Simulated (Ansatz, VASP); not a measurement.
CoO in VASP and in Ansatz

```xyz
2
Lattice="2.5705 0.0000 0.0000 0.0000 2.5705 0.0000 0.0000 0.0000 2.5705" Properties=species:S:1:pos:R:3 pbc="T T T"
Co    0.0000    0.0000    0.0000
O     1.2853    1.2853    1.2853
```

Alike in both runs: task single point; functional PBE; k mesh 10 × 10 × 10; occupations fermi-dirac, width 0.05 eV; collinear spin.

```csv
,VASP,Ansatz
version,VASP 6.6.1,Ansatz 0.2.0
potentials or method,"VASP PAW PBE potentials, release 64 (Co, O)",Ansatz PAW
plane-wave cutoff (eV),520,420
valence electrons in the cell,15,23
```

|  | VASP | Ansatz | Ansatz less VASP |
| --- | --- | --- | --- |
| gap on the k mesh at the Fermi level (eV) | none | none | - |
| pressure (GPa) | 11.2 | 11.7 | +0.50 |
| net moment per atom (μB) | 1.50 | 1.50 | 0.000 |
| size of the moment on the site where the two differ most (μB) | 0.45 | 0.48 | +0.022 |

Site moments also hang on the region over which each program counts them. A gap of «none» marks a metal or a gap that the smearing closes. VASP's potentials hold 15 valence electrons a cell and Ansatz's 23, so a difference there can come from the potentials and not from the codes.
